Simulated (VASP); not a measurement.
Set up this calculation in VASP 6.6.1, as the native input.

| Quantity | Value |
| --- | --- |
| Task | single point |
| Functional | PBE |
| Potentials or basis | VASP PAW PBE potentials, release 64 (C) |
| Cutoff | 520 eV |
| k mesh | 9 × 9 × 1 |
| Occupations | gaussian, width 0.05 eV |
| Spin | no spin polarisation |
| Dipole correction | yes |
| Further INCAR settings | LREAL = Auto; ALGO = Fast; EDIFF = 1e-07; NBANDS = 86 |

The structure of C lies in POSCAR:

```
C
1.0
    9.8440000000      0.0000000000      0.0000000000
    4.9220000000      8.5251540749      0.0000000000
    0.0000000000      0.0000000000     16.0000000000
C
32
Direct
    0.0000000000      0.0000000000      0.5000000000
    0.0000000000      0.2500000000      0.5000000000
    0.0000000000      0.5000000000      0.5000000000
    0.0000000000      0.7500000000      0.5000000000
    0.2500000000      0.0000000000      0.5000000000
    0.2500000000      0.2500000000      0.5000000000
    0.2500000000      0.5000000000      0.5000000000
    0.2500000000      0.7500000000      0.5000000000
    0.5000000000      0.0000000000      0.5000000000
    0.5000000000      0.2500000000      0.5000000000
    0.5000000000      0.5000000000      0.5000000000
    0.5000000000      0.7500000000      0.5000000000
    0.7500000000      0.0000000000      0.5000000000
    0.7500000000      0.2500000000      0.5000000000
    0.7500000000      0.5000000000      0.5000000000
    0.7500000000      0.7500000000      0.5000000000
    0.0833333333      0.0833333333      0.5000000000
    0.0833333333      0.3333333333      0.5000000000
    0.0833333333      0.5833333333      0.5000000000
    0.0833333333      0.8333333333      0.5000000000
    0.3333333333      0.0833333333      0.5000000000
    0.3333333333      0.3333333333      0.5000000000
    0.3333333333      0.5833333333      0.5000000000
    0.3333333333      0.8333333333      0.5000000000
    0.5833333333      0.0833333333      0.5000000000
    0.5833333333      0.3333333333      0.5000000000
    0.5833333333      0.5833333333      0.5000000000
    0.5833333333      0.8333333333      0.5000000000
    0.8333333333      0.0833333333      0.5000000000
    0.8333333333      0.3333333333      0.5000000000
    0.8333333333      0.5833333333      0.5000000000
    0.8333333333      0.8333333333      0.5000000000
```

The input as run:

INCAR

```
SYSTEM = C
PREC = Accurate
ENCUT = 520
EDIFF = 1E-7
ISMEAR = 0
SIGMA = 0.05
LREAL = Auto
LASPH = .TRUE.
NELM = 60
ALGO = Fast
ISIF = 2
LWAVE = .FALSE.
LCHARG = .FALSE.
LDIPOL = .TRUE.
IDIPOL = 3
DIPOL = 0.5 0.5 0.500
GGA = PE
NBANDS = 86
```

KPOINTS

```
Automatic mesh
0
G
  9 9 1
  0 0 0
```

Potentials or basis: VASP PAW PBE potentials, release 64 (C).

Command:

```bash
$ cat potpaw_PBE.64/C/POTCAR > POTCAR
$ mpirun -np 1 vasp_std > vasp.out
```

Results of the run:

- Band gap on the k mesh: zero (filled and empty bands touch)

Run time: 83 min on 1 thread of Oxide Virtual Turin-like Processor (shared host), peak memory 1.8 GiB.
